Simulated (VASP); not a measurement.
# Al5C3 (Im-3m) in VASP: single point with PBE

Aim: the single point of Al5C3 with PBE.

All numbers are computed with VASP 6.6.1; they aren't measurements. Logs are shortened: lines on timing, memory, paths and dates and some standing lists are left out, and cuts for length are marked.

### Step 1. The cell of the first run

Symmetry: Im-3m, No. 229, cubic system. The conventional cell has a = 6.085 Å, b = 6.085 Å, c = 6.085 Å, α = 90.00°, β = 90.00°, γ = 90.00°. Within 3.5 Å of Al (site symmetry m-3m) lie 8 Al at 2.63 Å and 6 C at 3.04 Å. Al (site symmetry -3m) has 8 Al at 2.63 to 3.04 Å and 6 C at 2.63 Å within 3.5 Å. Within 3.5 Å of C (site symmetry 4/mmm) lie 10 Al at 2.63 to 3.04 Å and 4 C at 3.04 Å.

### Step 2. Single point, PBE

The input, INCAR:

```
SYSTEM = Al5C3
  ALGO = Normal
  EDIFF = 1E-6
  ENCUT = 520
  GGA = PE
  ISIF = 2
  ISMEAR = 0
  LASPH = .TRUE.
  LCHARG = .FALSE.
  LREAL = .FALSE.
  LWAVE = .FALSE.
  NBANDS = 24
  NELM = 60
  PREC = Accurate
  SIGMA = 0.1
```

The input, KPOINTS:

```
k-points
0
G
  4 4 4
  0 0 0
```

The input, POSCAR:

```
Al5C3
1.0
   -3.0424823300      3.0424823300      3.0424823300
    3.0424823300     -3.0424823300      3.0424823300
    3.0424823300      3.0424823300     -3.0424823300
Al C
5 3
Direct
    0.0000000000      0.0000000000      0.0000000000
    0.0000000000      0.0000000000      0.5000000000
    0.0000000000      0.5000000000      0.0000000000
    0.5000000000      0.0000000000      0.0000000000
    0.5000000000      0.5000000000      0.5000000000
    0.0000000000      0.5000000000      0.5000000000
    0.5000000000      0.5000000000      0.0000000000
    0.5000000000      0.0000000000      0.5000000000
```

Potentials or basis: VASP PAW PBE potentials, release 64 (Al, C).

Command:

```
> cat potpaw_PBE.64/Al/POTCAR potpaw_PBE.64/C/POTCAR > POTCAR
> mpirun -np 1 vasp_std > vasp.out
```

OUTCAR:

```text
SYSTEM = Al5C3
   EDIFF = 1E-6
   ENCUT = 520
   GGA = PE
   ISIF = 2
   ISMEAR = 0
   LASPH = .TRUE.
   LREAL = .FALSE.
   NELM = 60
   PREC = Accurate

 ion  position               nearest neighbor table
   1  0.000  0.000  0.000-   2 2.63   3 2.63   4 2.63   5 2.63   2 2.63   3 2.63   4 2.63   5 2.63

   2  0.000  0.000  0.500-   1 2.63   6 2.63   7 2.63   8 2.63   1 2.63   6 2.63   8 2.63   7 2.63
                             4 3.04   3 3.04   5 3.04   4 3.04   5 3.04   3 3.04
   3  0.000  0.500  0.000-   1 2.63   6 2.63   7 2.63   8 2.63   6 2.63   1 2.63   7 2.63   8 2.63
                             4 3.04   2 3.04   5 3.04   5 3.04   4 3.04   2 3.04
   4  0.500  0.000  0.000-   1 2.63   6 2.63   7 2.63   8 2.63   8 2.63   7 2.63   1 2.63   6 2.63
                             3 3.04   5 3.04   5 3.04   2 3.04   3 3.04   2 3.04
   5  0.500  0.500  0.500-   1 2.63   6 2.63   7 2.63   8 2.63   7 2.63   8 2.63   6 2.63   1 2.63
                             3 3.04   4 3.04   4 3.04   3 3.04   2 3.04   2 3.04
   6  0.000  0.500  0.500-   2 2.63   3 2.63   4 2.63   5 2.63   3 2.63   2 2.63   5 2.63   4 2.63

   7  0.500  0.500  0.000-   2 2.63   3 2.63   4 2.63   5 2.63   5 2.63   4 2.63   3 2.63   2 2.63

   8  0.500  0.000  0.500-   2 2.63   3 2.63   4 2.63   5 2.63   4 2.63   5 2.63   2 2.63   3 2.63

  LATTYP: Found a body centered cubic cell.
 ALAT       =     6.0849646600

  Lattice vectors:

 A1 = (  -3.0424823300,   3.0424823300,   3.0424823300)
 A2 = (   3.0424823300,  -3.0424823300,   3.0424823300)
 A3 = (   3.0424823300,   3.0424823300,  -3.0424823300)

Analysis of symmetry for initial positions (statically):
=====================================================================
 Subroutine PRICEL returns:
 Original cell was already a primitive cell.

 Routine SETGRP: Setting up the symmetry group for a
 body centered cubic supercell.

 Subroutine GETGRP returns: Found 48 space group operations
 (whereof 48 operations were pure point group operations)
 out of a pool of 48 trial point group operations.

The static configuration has the point symmetry O_h .

Analysis of symmetry for dynamics (positions and initial velocities):
=====================================================================
 Subroutine PRICEL returns:
 Original cell was already a primitive cell.

 Routine SETGRP: Setting up the symmetry group for a
 body centered cubic supercell.

 Subroutine GETGRP returns: Found 48 space group operations
 (whereof 48 operations were pure point group operations)
 out of a pool of 48 trial point group operations.

The dynamic configuration has the point symmetry O_h .

 Subroutine INISYM returns: Found 48 space group operations
 (whereof 48 operations are pure point group operations),
 and found     1 'primitive' translations

----------------------------------------------------------------------------------------

                                     Primitive cell

  volume of cell :     112.6534

  direct lattice vectors                    reciprocal lattice vectors
    -3.042482330  3.042482330  3.042482330     0.000000000  0.164339492  0.164339492
     3.042482330 -3.042482330  3.042482330     0.164339492  0.000000000  0.164339492
     3.042482330  3.042482330 -3.042482330     0.164339492  0.164339492  0.000000000

  length of vectors
     5.269733977  5.269733977  5.269733977     0.232411138  0.232411138  0.232411138

  position of ions in fractional coordinates (direct lattice)
     0.000000000  0.000000000  0.000000000
     0.000000000  0.000000000  0.500000000
     0.000000000  0.500000000  0.000000000
     0.500000000  0.000000000  0.000000000
     0.500000000  0.500000000  0.500000000
     0.000000000  0.500000000  0.500000000
     0.500000000  0.500000000  0.000000000
     0.500000000  0.000000000  0.500000000

  ion indices of the primitive-cell ions
   primitive index   ion index
                 1           1
                 2           2
                 3           3
                 4           4
                 5           5
                 6           6
                 7           7
                 8           8

----------------------------------------------------------------------------------------

 KPOINTS: k-points

Automatic generation of k-mesh.
 Grid dimensions read from file:
 generate k-points for:    4    4    4

 Generating k-lattice:

  Cartesian coordinates                     Fractional coordinates (reciprocal lattice)
     0.000000000  0.041084873  0.041084873     0.250000000  0.000000000  0.000000000
     0.041084873  0.000000000  0.041084873     0.000000000  0.250000000  0.000000000
     0.041084873  0.041084873  0.000000000     0.000000000  0.000000000  0.250000000

  Length of vectors
     0.058102785  0.058102785  0.058102785

  Shift w.r.t. Gamma in fractional coordinates (k-lattice)
     0.000000000  0.000000000  0.000000000

 Subroutine IBZKPT returns following result:
 ===========================================

 Found      8 irreducible k-points:

 Following reciprocal coordinates:
            Coordinates               Weight
  0.000000  0.000000  0.000000      1.000000
  0.250000  0.000000  0.000000     12.000000
  0.500000  0.000000  0.000000      6.000000
  0.250000  0.250000  0.000000     24.000000
  0.250000  0.250000  0.250000      2.000000
 -0.250000  0.250000  0.250000      6.000000
  0.500000  0.500000  0.250000     12.000000
  0.500000  0.500000  0.500000      1.000000
   k-points           NKPTS =      8   k-points in BZ     NKDIM =      8   number of bands    NBANDS=     24
   number of dos      NEDOS =    301   number of ions     NIONS =      8
   total plane-waves  NPLWV =  64000
   dimension x,y,z NGX =    40 NGY =   40 NGZ =   40
   dimension x,y,z NGXF=    80 NGYF=   80 NGZF=   80
   ions per type =               5   3
   NGX,Y,Z   is equivalent  to a cutoff of  12.62, 12.62, 12.62 a.u.
   NGXF,Y,Z  is equivalent  to a cutoff of  25.24, 25.24, 25.24 a.u.
 SYSTEM =  Al5C3
   PREC   = accura    normal or accurate (medium, high low for compatibility)
   ISTART =      0    job   : 0-new  1-cont  2-samecut
   ICHARG =      2    charge: 1-file 2-atom 10-const
   ISPIN  =      1    spin polarized calculation?
   LNONCOLLINEAR =      F non collinear calculations
   LSORBIT =      F    spin-orbit coupling
   LASPH  =      T    aspherical Exc in radial PAW
   ENCUT  =  520.0 eV  38.22 Ry    6.18 a.u.   9.80  9.80  9.80*2*pi/ulx,y,z
   NELM   =     60;   NELMIN=  2; NELMDL= -5     # of ELM steps
   EDIFF  = 0.1E-05   stopping-criterion for ELM
   LREAL  =      F    real-space projection
   EDIFFG = 0.1E-04   stopping-criterion for IOM
   NSW    =      0    number of steps for IOM
   IBRION =     -1    ionic relax: 0-MD 1-quasi-New 2-CG
   NFREE  =      0    steps in history (QN), initial steepest desc. (CG)
   ISIF   =      2    stress and relaxation
   ISYM   =      2    0-nonsym 1-usesym 2-fastsym
   POTIM  = 0.5000    time-step for ionic-motion
   TEBEG  =    0.0;   TEEND  =   0.0 temperature during run
   PSTRESS=    0.0 pullay stress
   NELECT =      27.0000    total number of electrons
   NUPDOWN=      -1.0000    fix difference up-down
   EMIN   =  10.00;   EMAX   =-10.00  energy-range for DOS
   EFERMI =   0.00;   METHOD = LEGACY
   ISMEAR =     0;   SIGMA  =   0.10  broadening in eV -4-tet -1-fermi 0-gaus
   EFERMI_NEDOS =   21; number of points for ismear=-14 and -15
   IALGO  =     38    algorithm
   IMIX   =      4    mixing-type and parameters
     AMIX     =   0.40;   BMIX     =  1.00
     AMIX_MAG =   1.60;   BMIX_MAG =  1.00
  volume/ion in A,a.u.               =      14.08        95.03
  Fermi-wavevector in a.u.,A,eV,Ry     =   1.016907  1.921676 14.069790  1.034100
  Thomas-Fermi vector in A             =   2.150278
   LORBIT       =      0    0 simple, 1 ext, 2 COOP (PROOUT), +10 PAW based schemes
   GGA     = PE    functional components
   LHFCALC =     F    Hartree Fock is set to
   AEXX    =    0.0000 exact exchange contribution
   IVDW    =     0    specifies the selected vdW correction
   LEPSILON=     F    determine dielectric tensor
   LRPA    =     F    only Hartree local field effects (RPA)
 non-spin polarized calculation
 Gauss-broadening in eV      SIGMA  =   0.10
  energy-cutoff  :      520.00
  volume of cell :      112.65
 maximum number of plane-waves:      3055
   NGX = 19   NGY = 19   NGZ = 19

 number of electron      27.0000000 magnetization

 Free energy of the ion-electron system (eV)
  ---------------------------------------------------
  ext. energy  EPLUGINS =         0.00000000
  ---------------------------------------------------
  free energy    TOTEN  =       -34.98360834 eV

  energy without entropy =      -34.97019633  energy(sigma->0) =      -34.97690234

 E-fermi :   6.6262     XC(G=0): -10.4030

 val. band max:        6.5868572816   @ k =   0.5000   0.0000   0.0000
 cond. band min:       6.8095421985   @ k =   0.2500   0.2500   0.2500
 fundamental gap:      0.2226849169
 Fermi energy:         6.6262166765

 k-point     1 :       0.0000    0.0000    0.0000
  band No.  band energies     occupation
      1      -5.8441      2.00000
      2      -2.0888      2.00000
      3      -2.0888      2.00000
      4       1.3704      2.00000
      5       2.1048      2.00000
      6       2.1048      2.00000
[... 16 lines left out ...]
     23      13.9412      0.00000
     24      13.9412      0.00000

 k-point     2 :       0.2500    0.0000    0.0000
  band No.  band energies     occupation
      1      -5.4317      2.00000
      2      -2.7478      2.00000
      3      -2.3138      2.00000
      4      -0.0466      2.00000
      5       1.4289      2.00000
      6       1.5477      2.00000
[... 16 lines left out ...]
     23      12.8138      0.00000
     24      13.0385      0.00000
[... 133 lines left out ...]
     23      11.3833      0.00000
     24      11.6223      0.00000

 k-point     8 :       0.5000    0.5000    0.5000
  band No.  band energies     occupation
      1      -3.7386      2.00000
      2      -3.7386      2.00000
      3      -2.6129      2.00000
      4      -0.7449      2.00000
      5      -0.7449      2.00000
      6      -0.7449      2.00000
[... 16 lines left out ...]
     23      13.7850      0.00000
     24      13.7850      0.00000

------------------------ aborting loop because EDIFF is reached ----------------------------------------

  FORCE on cell =-STRESS in cart. coord.  units (eV):
  Direction    XX          YY          ZZ          XY          YZ          ZX
  --------------------------------------------------------------------------------------
  -------------------------------------------------------------------------------------
  Total       -9.5899272     -9.5899272     -9.5899272      0.0000000      0.0000000      0.0000000
  in kB     -136.3897423   -136.3897423   -136.3897423      0.0000000      0.0000000      0.0000000
  external PRESSURE =    -136.3897423 kB  Pullay stress =       0.0000000 kB

 VOLUME and BASIS-vectors are now :
 -----------------------------------------------------------------------------
  energy-cutoff  :      520.00
  volume of cell :      112.65
      direct lattice vectors                 reciprocal lattice vectors
    -3.042482330  3.042482330  3.042482330     0.000000000  0.164339492  0.164339492
     3.042482330 -3.042482330  3.042482330     0.164339492  0.000000000  0.164339492
     3.042482330  3.042482330 -3.042482330     0.164339492  0.164339492  0.000000000

 POSITION                                       TOTAL-FORCE (eV/Angst)
 -----------------------------------------------------------------------------------
      0.00000      0.00000      0.00000        -0.000000      0.000000     -0.000000
      1.52124      1.52124     -1.52124        -0.000000     -0.000000     -0.000000
      1.52124     -1.52124      1.52124        -0.000000      0.000000      0.000000
     -1.52124      1.52124      1.52124        -0.000000      0.000000     -0.000000
      1.52124      1.52124      1.52124        -0.000000      0.000000     -0.000000
      3.04248      0.00000      0.00000         0.000000     -0.000000      0.000000
      0.00000      0.00000      3.04248         0.000000     -0.000000     -0.000000
      0.00000      3.04248      0.00000        -0.000000      0.000000     -0.000000
 -----------------------------------------------------------------------------------
    total drift:                               -0.000000     -0.000000      0.000000

  FREE ENERGIE OF THE ION-ELECTRON SYSTEM (eV)
  ---------------------------------------------------
  free  energy   TOTEN  =       -34.9836083443 eV

  energy  without entropy=      -34.9701963313  energy(sigma->0) =      -34.97690234
```

Wall time 17 s (1 thread of Intel Xeon 6975P-C, shared host); peak memory 0.23 GiB.

Results:

```
Free energy : -34.9836 eV
Pressure    : -13.6 GPa
```

Caveat: the k points lie up to 0.37 Å⁻¹ apart.
